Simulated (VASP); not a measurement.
Input of a VASP 6.6.1 run:

INCAR

```
SYSTEM = Cd
PREC     = Accurate       ! precision mode
ENCUT    = 520            ! plane-wave cutoff, eV
EDIFF    = 1E-7           ! SCF threshold, eV
ISMEAR   = -1             ! smearing method
SIGMA    = 0.1            ! smearing width, eV
LREAL    = .FALSE.        ! projectors in reciprocal space
LASPH    = .TRUE.         ! aspherical terms in the spheres
NELM     = 80             ! most SCF steps
ALGO     = Normal         ! electronic algorithm
ISIF     = 2              ! what is computed and relaxed
LWAVE    = .FALSE.        ! write WAVECAR
LCHARG   = .FALSE.        ! write CHGCAR
GGA      = PS             ! functional
NBANDS   = 12             ! bands
```

File KPOINTS:

```
regular mesh
0
G
  15 15 15
  0 0 0
```

File POSCAR:

```
Cd
1.0
   -1.7480464373      1.7480464373      1.7480464373
    1.7480464373     -1.7480464373      1.7480464373
    1.7480464373      1.7480464373     -1.7480464373
Cd
1
Direct
    0.0000000000      0.0000000000      0.0000000000
```

Potentials or basis: VASP PAW PBE potentials, release 64 (Cd).

Command:

```sh
$ cat potpaw_PBE.64/Cd/POTCAR > POTCAR
$ mpirun -np 1 vasp_std > vasp.out
```

What does it give for the band gap on the k mesh?

Zero (bands 6 and 7 overlap by 3.59 eV).

Estimate the pressure.

0.3 GPa.

Caveat: the PAW data sets were made with another functional, which shifts forces and pressure a little.
